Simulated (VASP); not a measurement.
## W3N4: single point with PBE

The system is W3N4.

```xyz
7
Lattice="4.2205 0.0000 0.0000 0.0000 4.2205 0.0000 0.0000 0.0000 4.2205" Properties=species:S:1:pos:R:3 pbc="T T T"
W     2.1102    2.1102    0.0000
W     0.0000    2.1102    2.1102
W     2.1102    0.0000    2.1102
N     2.1102    2.1102    2.1102
N     2.1102    0.0000    0.0000
N     0.0000    2.1102    0.0000
N     0.0000    0.0000    2.1102
```

| Quantity | Value |
| --- | --- |
| Program | VASP 6.6.1 |
| Task | single point |
| Functional | PBE |
| Potentials or basis | VASP PAW PBE potentials, release 64 (W_sv, N_h) |
| Cutoff | 1330 eV |
| k mesh | 4 × 4 × 4 |
| Occupations | gaussian, width 0.1 eV |
| Spin | no spin polarisation |

| Property | Result |
| --- | --- |
| Pressure | 1.3 GPa |
| Band gap on the k mesh | zero (bands 31 and 32 overlap by 2.26 eV) |

Levels at points of the mesh, in eV from the Fermi level:
```tsv
k point	band 27	band 28	band 29	band 30	band 31	band 32	band 33	band 34	band 35	band 36
(0.00, 0.00, 0.00)	-3.65	-3.65	-2.30	-2.30	-2.30	-1.01	-1.01	-1.01	-0.49	-0.49
(0.50, 0.00, 0.00)	-3.81	-3.81	-3.49	-1.80	-0.22	-0.21	-0.21	-0.02	-0.02	1.73
(0.50, 0.50, 0.00)	-5.69	-1.70	-0.73	0.11	0.15	0.28	0.28	0.99	0.99	1.90
(0.50, 0.50, 0.50)	-2.98	-2.98	0.86	0.86	0.86	1.39	1.39	1.39	2.29	2.29
```

It took 94 s on 1 thread of AMD EPYC 7R43 64-Core Processor (Zen 3), on a shared host, peak memory 0.36 GiB.

Caveat: the k points lie up to 0.37 Å⁻¹ apart, too coarse for converged energies and pressures of a metal; spin-orbit coupling is left out, which moves the levels of the heavy elements.
